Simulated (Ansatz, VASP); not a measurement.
## One calculation of InBiO, two programs

```
In Bi O
1.0
     3.61747    0.00000    0.00000
    -1.80873    3.13282    0.00000
     0.00000    0.00000    6.10386
In Bi O
1 1 1
Direct
  0.00000 0.00000 0.50000
  0.33333 0.66667 0.00000
  0.66667 0.33333 0.50000
```

Change from the starting cell: species swapped into the CaCuSi type (P-6m2, No. 187).

Alike in both runs: functional PBE; k mesh 12 × 12 × 8; occupations gaussian, width 0.1 eV; no spin polarisation.

Ansatz relaxed the structure, and its values are those at the end. VASP's run is a single point on that final structure, the one shown.

```csv
,VASP,Ansatz
version,VASP 6.6.1,Ansatz 0.2.0
potentials or method,"VASP PAW PBE potentials, release 64 (In_d, Bi_d, O), cutoff 520 eV","scalar-relativistic, plane waves, PAW"
valence electrons in the cell,34,34
```

Ansatz gave:

| Property | Result |
| --- | --- |
| gap on the k mesh at the Fermi level (eV) | none |
| pressure (GPa) | 0.0 |

Problem. What did VASP give for the same quantities?

Solution. gap on the k mesh at the Fermi level (eV): none; pressure (GPa): 0.1.

A gap of «none» marks a metal or a gap that the smearing closes. The functional is the same, so the differences come from potentials, cutoffs and numerics.

Neither program's run includes spin-orbit coupling.
